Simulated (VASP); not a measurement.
InPd, 2 atoms in the cell. The structure is cubic, space group Pm-3m (No. 221). The conventional cell has a = 3.338 Å, b = 3.338 Å, c = 3.338 Å, α = 90.00°, β = 90.00°, γ = 90.00°. In (site symmetry m-3m) has 8 Pd at 2.89 Å and 6 In at 3.34 Å within 3.8 Å. Pd (site symmetry m-3m) has 8 In at 2.89 Å and 6 Pd at 3.34 Å within 3.8 Å.  This cell differs from its parent crystal: volume scaled by 1.03.

| Quantity | Value |
| --- | --- |
| Program | VASP 6.6.1 |
| Task | single point |
| Functional | PBE |
| Potentials or basis | VASP PAW PBE potentials, release 64 (In_d, Pd) |
| Cutoff | 520 eV |
| k mesh | 14 × 14 × 14 |
| Occupations | gaussian, width 0.1 eV |
| Spin | no spin polarisation |
| Dipole correction | no |
| Further INCAR settings | ALGO = Normal; EDIFF = 1e-06; NBANDS = 18 |

Potentials or basis: VASP PAW PBE potentials, release 64 (In_d, Pd).

The run is started by

```sh
$ cat potpaw_PBE.64/In_d/POTCAR potpaw_PBE.64/Pd/POTCAR > POTCAR
$ mpirun -np 1 vasp_std > vasp.out
```

Hardware: 1 thread of Intel Xeon 8259CL, on a shared host.

Q: Estimate the wall time of this run.

A: Run time: 95 s on 1 thread of Intel Xeon 8259CL, on a shared host, peak memory 0.22 GiB. Counts: scf iterations 12, k points 120.
